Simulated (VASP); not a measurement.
# MnO2 (C2) in VASP: single point with r2SCAN

Aim: the single point of MnO2 with r2SCAN.

Everything below comes from runs of VASP 6.6.1. Logs are shortened: lines on timing, memory, paths and dates and some standing lists are left out, and cuts for length are marked.

## (1) The cell of the first run

The structure is monoclinic, space group C2 (No. 5). Conventional cell: a = 4.948 Å, b = 2.857 Å, c = 4.601 Å, α = 90.00°, β = 90.00°, γ = 90.00°. Within 2.3 Å of Mn (site symmetry 2) lie 6 O at 1.76 to 2.06 Å. Within 2.3 Å of O (site symmetry 1) lie 3 Mn at 1.76 to 2.06 Å.

## (2) Single point, r2SCAN, collinear spin, ferromagnetic start

POSCAR

```
MnO2
1.0
    2.8565781800      0.0000000000      0.0000000000
   -1.4282890900      2.4738692700      0.0000000000
    0.0000000000      0.0000000000      4.6013740600
Mn O
1 2
Direct
   -0.0700138373      0.0000000000      0.5000000000
    0.6666666667      0.3333333333      0.2937074300
    0.3333333333      0.6666666667      0.7062925700
```

INCAR.step1

```
SYSTEM = MnO2
PREC = Accurate ; ENCUT = 520
ISMEAR = 1 ; SIGMA = 0.05
LREAL = .False. ; LASPH = .True.
NELM = 150 ; ISPIN = 2
MAGMOM = 5.2 0 0 ; LMAXMIX = 4
NBANDS = 24 ; GGA = PE
ALGO = Normal ; EDIFF = 1E-4
LWAVE = .True. ; LCHARG = .False.
```

INCAR.step2

```
SYSTEM = MnO2
PREC = Accurate ; ENCUT = 520
EDIFF = 1E-7 ; ISMEAR = 1
SIGMA = 0.05 ; LREAL = .False.
LASPH = .True. ; NELM = 150
ALGO = Normal ; ISIF = 2
LWAVE = .False. ; LCHARG = .False.
ISPIN = 2 ; MAGMOM = 5.2 0 0
LORBIT = 11 ; LMAXMIX = 4
METAGGA = R2SCAN ; LMIXTAU = .True.
NBANDS = 24 ; ISTART = 1
```

KPOINTS

```
Automatic mesh
0
Gamma
  9 9 5
  0 0 0
```

Potentials or basis: VASP PAW PBE potentials, release 64 (Mn_pv, O).

Run with:

```
> cat potpaw_PBE.64/Mn_pv/POTCAR potpaw_PBE.64/O/POTCAR > POTCAR
> cp INCAR.step1 INCAR
> mpirun -np 1 vasp_std > vasp.out
> cp INCAR.step2 INCAR
> mpirun -np 1 vasp_std > vasp.out
```

OUTCAR:

```text
SYSTEM = MnO2
   PREC = Accurate
   ENCUT = 520
   EDIFF = 1E-7
   ISMEAR = 1
   LREAL = .False.
   LASPH = .True.
   NELM = 150
   ISIF = 2
   ISPIN = 2
   LORBIT = 11
   METAGGA = R2SCAN
   ISTART = 1

 ion  position               nearest neighbor table
   1  0.930  0.000  0.500-   2 1.76   3 1.76   3 1.91   2 1.91   3 2.06   2 2.06
   2  0.667  0.333  0.294-   1 1.76   1 1.91   1 2.06
   3  0.333  0.667  0.706-   1 1.76   1 1.91   1 2.06

  LATTYP: Found a hexagonal cell.
 ALAT       =     2.8565781800
 C/A-ratio  =     1.6107992745

  Lattice vectors:

 A1 = (   2.8565781800,   0.0000000000,   0.0000000000)
 A2 = (  -1.4282890900,   2.4738692700,   0.0000000000)
 A3 = (   0.0000000000,   0.0000000000,   4.6013740600)

Analysis of symmetry for initial positions (statically):
=====================================================================
 Subroutine PRICEL returns:
 Original cell was already a primitive cell.

 Routine SETGRP: Setting up the symmetry group for a
 hexagonal supercell.

 Subroutine GETGRP returns: Found  2 space group operations
 (whereof  2 operations were pure point group operations)
 out of a pool of 24 trial point group operations.

The static configuration has the point symmetry C_2 .

Analysis of symmetry for dynamics (positions and initial velocities):
=====================================================================
 Subroutine PRICEL returns:
 Original cell was already a primitive cell.

 Routine SETGRP: Setting up the symmetry group for a
 hexagonal supercell.

 Subroutine GETGRP returns: Found  2 space group operations
 (whereof  2 operations were pure point group operations)
 out of a pool of 24 trial point group operations.

The dynamic configuration has the point symmetry C_2 .

Analysis of structural, dynamic, and magnetic symmetry:
=====================================================================
 Subroutine PRICEL returns:
 Original cell was already a primitive cell.

 Routine SETGRP: Setting up the symmetry group for a
 hexagonal supercell.

 Subroutine GETGRP returns: Found  2 space group operations
 (whereof  2 operations were pure point group operations)
 out of a pool of 24 trial point group operations.

The overall configuration has the point symmetry C_2 .

 Subroutine INISYM returns: Found  2 space group operations
 (whereof  2 operations are pure point group operations),
 and found     1 'primitive' translations

----------------------------------------------------------------------------------------

                                     Primitive cell

  volume of cell :      32.5170

  direct lattice vectors                    reciprocal lattice vectors
     2.856578180  0.000000000  0.000000000     0.350069187  0.202112539  0.000000000
    -1.428289090  2.473869270  0.000000000     0.000000000  0.404225079  0.000000000
     0.000000000  0.000000000  4.601374060     0.000000000  0.000000000  0.217326387

  length of vectors
     2.856578180  2.856578178  4.601374060     0.404225078  0.404225079  0.217326387

  position of ions in fractional coordinates (direct lattice)
     0.929986163  0.000000000  0.500000000
     0.666666667  0.333333333  0.293707430
     0.333333333  0.666666667  0.706292570

  ion indices of the primitive-cell ions
   primitive index   ion index
                 1           1
                 2           2
                 3           3

----------------------------------------------------------------------------------------

 KPOINTS: Automatic mesh

Automatic generation of k-mesh.
 Grid dimensions read from file:
 generate k-points for:    9    9    5

 Generating k-lattice:

  Cartesian coordinates                     Fractional coordinates (reciprocal lattice)
     0.038896576  0.022456949  0.000000000     0.111111111  0.000000000  0.000000000
     0.000000000  0.044913898  0.000000000     0.000000000  0.111111111  0.000000000
     0.000000000  0.000000000  0.043465277     0.000000000  0.000000000  0.200000000

  Length of vectors
     0.044913898  0.044913898  0.043465277

  Shift w.r.t. Gamma in fractional coordinates (k-lattice)
     0.000000000  0.000000000  0.000000000

 Subroutine IBZKPT returns following result:
 ===========================================

 Found    115 irreducible k-points:

 Following reciprocal coordinates:
            Coordinates               Weight
  0.000000  0.000000  0.000000      1.000000
  0.111111  0.000000  0.000000      4.000000
  0.000000  0.111111  0.000000      2.000000
  0.222222  0.000000  0.000000      4.000000
  0.000000  0.222222  0.000000      2.000000
  0.333333  0.000000  0.000000      4.000000
[... 16 lines left out ...]
 -0.222222 -0.444444  0.000000      4.000000
  0.444444  0.333333  0.000000      4.000000
 [... further k-points ...]
   k-points           NKPTS =    115   k-points in BZ     NKDIM =    115   number of bands    NBANDS=     24
   number of dos      NEDOS =    301   number of ions     NIONS =      3
   total plane-waves  NPLWV =  20736
   dimension x,y,z NGX =    24 NGY =   24 NGZ =   36
   dimension x,y,z NGXF=    48 NGYF=   48 NGZF=   72
   ions per type =               1   2
   NGX,Y,Z   is equivalent  to a cutoff of  13.97, 13.97, 13.01 a.u.
   NGXF,Y,Z  is equivalent  to a cutoff of  27.93, 27.93, 26.01 a.u.
 SYSTEM =  MnO2
   PREC   = accura    normal or accurate (medium, high low for compatibility)
   ISTART =      1    job   : 0-new  1-cont  2-samecut
   ICHARG =      0    charge: 1-file 2-atom 10-const
   ISPIN  =      2    spin polarized calculation?
   LNONCOLLINEAR =      F non collinear calculations
   LSORBIT =      F    spin-orbit coupling
   LASPH  =      T    aspherical Exc in radial PAW
   ENCUT  =  520.0 eV  38.22 Ry    6.18 a.u.   5.31  5.31  8.56*2*pi/ulx,y,z
   NELM   =    150;   NELMIN=  2; NELMDL=  0     # of ELM steps
   EDIFF  = 0.1E-06   stopping-criterion for ELM
   LREAL  =      F    real-space projection
   EDIFFG = 0.1E-05   stopping-criterion for IOM
   NSW    =      0    number of steps for IOM
   IBRION =     -1    ionic relax: 0-MD 1-quasi-New 2-CG
   NFREE  =      0    steps in history (QN), initial steepest desc. (CG)
   ISIF   =      2    stress and relaxation
   ISYM   =      2    0-nonsym 1-usesym 2-fastsym
   POTIM  = 0.5000    time-step for ionic-motion
   TEBEG  =    0.0;   TEEND  =   0.0 temperature during run
   PSTRESS=    0.0 pullay stress
   NELECT =      25.0000    total number of electrons
   NUPDOWN=      -1.0000    fix difference up-down
   EMIN   =  10.00;   EMAX   =-10.00  energy-range for DOS
   EFERMI =   0.00;   METHOD = LEGACY
   ISMEAR =     1;   SIGMA  =   0.05  broadening in eV -4-tet -1-fermi 0-gaus
   EFERMI_NEDOS =   21; number of points for ismear=-14 and -15
   IALGO  =     38    algorithm
   IMIX   =      4    mixing-type and parameters
     AMIX     =   0.40;   BMIX     =  1.00
     AMIX_MAG =   1.60;   BMIX_MAG =  1.00
  volume/ion in A,a.u.               =      10.84        73.15
  Fermi-wavevector in a.u.,A,eV,Ry     =   1.499747  2.834111 30.602787  2.249241
  Thomas-Fermi vector in A             =   2.611337
   LORBIT       =     11    0 simple, 1 ext, 2 COOP (PROOUT), +10 PAW based schemes
   METAGGA = R2SCAN    functional components
   LHFCALC =     F    Hartree Fock is set to
   AEXX    =    0.0000 exact exchange contribution
   IVDW    =     0    specifies the selected vdW correction
   LEPSILON=     F    determine dielectric tensor
   LRPA    =     F    only Hartree local field effects (RPA)
 spin polarized calculation
 Methfessel and Paxton  Order N= 1 SIGMA  =   0.05
  energy-cutoff  :      520.00
  volume of cell :       32.52
 maximum number of plane-waves:       887
 NGX is ok and might be reduce to    24
   NGX = 11   NGY = 11   NGZ = 17

 number of electron      25.0000003 magnetization       3.0000000

 Free energy of the ion-electron system (eV)
  ---------------------------------------------------
  ext. energy  EPLUGINS =         0.00000000
  ---------------------------------------------------
  free energy    TOTEN  =       -32.20733528 eV

  energy without entropy =      -32.20738260  energy(sigma->0) =      -32.20735105

 E-fermi :   2.7606     XC(G=0): -11.5419

 val. band max:        2.7264868874   @ k =  -0.1111  -0.0000   0.4000
 cond. band min:       4.4490763556   @ k =   0.0000  -0.2222   0.4000
 fundamental gap:      1.7225894682
 Fermi energy:         2.7605887889

 spin component 1

 k-point     1 :       0.0000    0.0000    0.0000
  band No.  band energies     occupation
      1     -49.6098      1.00000
      2     -49.5865      1.00000
      3     -49.5749      1.00000
      4     -17.7537      1.00000
      5     -15.5811      1.00000
      6      -3.8219      1.00000
[... 16 lines left out ...]
     23      26.3266      0.00000
     24      27.6659      0.00000

 k-point     2 :       0.1111    0.0000    0.0000
  band No.  band energies     occupation
      1     -49.6074      1.00000
      2     -49.5984      1.00000
      3     -49.5852      1.00000
      4     -17.5997      1.00000
      5     -15.6241      1.00000
      6      -3.6479      1.00000
[... 16 lines left out ...]
     23      26.3796      0.00000
     24      27.7554      0.00000

 k-point     3 :       0.0000    0.1111    0.0000
  band No.  band energies     occupation
      1     -49.6094      1.00000
      2     -49.6030      1.00000
      3     -49.5789      1.00000
      4     -17.6005      1.00000
      5     -15.6193      1.00000
      6      -3.6257      1.00000
[... 16 lines left out ...]
     23      26.3947      0.00000
     24      27.3827      0.00000
[... 514 lines left out ...]
 k-point    23 :      -0.2222   -0.4444    0.0000
  band No.  band energies     occupation
      1     -49.7224      1.00000
      2     -49.6500      1.00000
      3     -49.5799      1.00000
      4     -16.1385      1.00000
      5     -15.9896      1.00000
      6      -3.6830      1.00000
[... 16 lines left out ...]
     23      22.8641      0.00000
     24      26.3886      0.00000

 k-point    24 :       0.4444    0.3333    0.0000
  band No.  band energies     occupation
      1     -49.7095      1.00000
      2     -49.6608      1.00000
      3     -49.5801      1.00000
      4     -16.1226      1.00000
      5     -16.0197      1.00000
      6      -3.6269      1.00000
[... 16 lines left out ...]
     23      22.5306      0.00000
     24      26.4343      0.00000

 [... further k-points ...]

 spin component 2

 k-point     1 :       0.0000    0.0000    0.0000
  band No.  band energies     occupation
      1     -45.6102      1.00000
      2     -45.5515      1.00000
      3     -45.4064      1.00000
      4     -17.6401      1.00000
      5     -15.4579      1.00000
      6      -2.6811      1.00000
[... 16 lines left out ...]
     23      28.6375      0.00000
     24      28.7774      0.00000

 k-point     2 :       0.1111    0.0000    0.0000
  band No.  band energies     occupation
      1     -45.6204      1.00000
      2     -45.5693      1.00000
      3     -45.4031      1.00000
      4     -17.4843      1.00000
      5     -15.4991      1.00000
      6      -2.5070      1.00000
[... 16 lines left out ...]
     23      28.4697      0.00000
     24      28.8244      0.00000

 k-point     3 :       0.0000    0.1111    0.0000
  band No.  band energies     occupation
      1     -45.6331      1.00000
      2     -45.5570      1.00000
      3     -45.4032      1.00000
      4     -17.4850      1.00000
      5     -15.4942      1.00000
      6      -2.4887      1.00000
[... 16 lines left out ...]
     23      28.1573      0.00000
     24      28.7874      0.00000
[... 514 lines left out ...]
 k-point    23 :      -0.2222   -0.4444    0.0000
  band No.  band energies     occupation
      1     -45.7738      1.00000
      2     -45.6461      1.00000
      3     -45.3721      1.00000
      4     -16.0093      1.00000
      5     -15.8562      1.00000
      6      -2.7030      1.00000
[... 16 lines left out ...]
     23      23.5381      0.00000
     24      28.1682      0.00000

 k-point    24 :       0.4444    0.3333    0.0000
  band No.  band energies     occupation
      1     -45.7311      1.00000
      2     -45.6857      1.00000
      3     -45.3729      1.00000
      4     -15.9933      1.00000
      5     -15.8878      1.00000
      6      -2.7728      1.00000
[... 16 lines left out ...]
     23      23.1992      0.00000
     24      27.6808      0.00000

 [... further k-points ...]

------------------------ aborting loop because EDIFF is reached ----------------------------------------

  FORCE on cell =-STRESS in cart. coord.  units (eV):
  Direction    XX          YY          ZZ          XY          YZ          ZX
  --------------------------------------------------------------------------------------
  -------------------------------------------------------------------------------------
  Total        1.9103804      0.8439501      1.1741933      0.0000000     -0.9603346      0.0000000
  in kB       94.1282631     41.5831103     57.8548531      0.0000000    -47.3176069      0.0000000
  external PRESSURE =      64.5220755 kB  Pullay stress =       0.0000000 kB

 VOLUME and BASIS-vectors are now :
 -----------------------------------------------------------------------------
  energy-cutoff  :      520.00
  volume of cell :       32.52
      direct lattice vectors                 reciprocal lattice vectors
     2.856578180  0.000000000  0.000000000     0.350069187  0.202112539  0.000000000
    -1.428289090  2.473869270  0.000000000     0.000000000  0.404225079  0.000000000
     0.000000000  0.000000000  4.601374060     0.000000000  0.000000000  0.217326387

 POSITION                                       TOTAL-FORCE (eV/Angst)
 -----------------------------------------------------------------------------------
      2.65658      0.00000      2.30069         3.391589      0.000000      0.000000
      1.42829      0.82462      1.35146        -1.695795      0.504081     -0.608195
     -0.00000      1.64925      3.24992        -1.695795     -0.504081      0.608195
 -----------------------------------------------------------------------------------
    total drift:                               -0.033910     -0.000018      0.000010

  FREE ENERGIE OF THE ION-ELECTRON SYSTEM (eV)
  ---------------------------------------------------
  free  energy   TOTEN  =       -32.2073352755 eV

  energy  without entropy=      -32.2073826019  energy(sigma->0) =      -32.20735105

 total charge

# of ion       s       p       d       tot
------------------------------------------
    1        0.401   6.476   4.939  11.816
    2        1.589   3.456   0.000   5.045
    3        1.589   3.456   0.000   5.045
--------------------------------------------------
tot          3.578  13.388   4.939  21.905

 magnetization (x)

# of ion       s       p       d       tot
------------------------------------------
    1        0.027   0.035   2.798   2.859
    2        0.005   0.029   0.000   0.034
    3        0.005   0.029   0.000   0.034
--------------------------------------------------
tot          0.037   0.093   2.798   2.927
```

It took 27 min on 1 thread of AMD EPYC, shared host; peak memory 0.24 GiB.

Results:

```yaml
Free_energy: -32.2073 eV
Pressure: 6.5 GPa
Largest_force: 3.392 eV/Å
Band_gap_on_the_k_mesh: 1.72 eV (least direct gap 1.75 eV)
Net_moment: 3.00 μB per cell
Site_moments: Mn +2.86; O +0.03 μB
Valence_electrons_inside_the_program's_atomic_spheres: Mn 11.82; O 5.04
```

Forces in eV/Å, atoms in the order of the input:
```
Mn   3.392  0.000  0.000
O   -1.696  0.504 -0.608
O   -1.696 -0.504  0.608
```

Stress tensor (GPa, compression positive):
```
 9.41  0.00  0.00
 0.00  4.16 -4.73
 0.00 -4.73  5.79
```

Levels at points of the mesh, in eV from the valence-band top:
Spin up:
| k point | band 11 | band 12 | band 13 | band 14 | band 15 | band 16 | band 17 | band 18 |
| --- | --- | --- | --- | --- | --- | --- | --- | --- |
| (0.00, 0.00, 0.00) | -1.18 | -0.85 | -0.57 | -0.27 | 3.17 | 3.39 | 7.80 | 11.44 |
Spin down:
| k point | band 8 | band 9 | band 10 | band 11 | band 12 | band 13 | band 14 | band 15 |
| --- | --- | --- | --- | --- | --- | --- | --- | --- |
| (0.00, 0.00, 0.00) | -4.93 | -1.67 | -1.67 | -0.96 | 2.22 | 2.32 | 3.40 | 4.79 |

Caveat: the cell stands under pressure; the PAW data sets were made with another functional, which shifts forces and pressure a little; an odd mesh through Γ misses points on the zone boundary, where band edges can lie; a cell with one magnetic atom can't hold antiferromagnetic order, which such compounds often take.
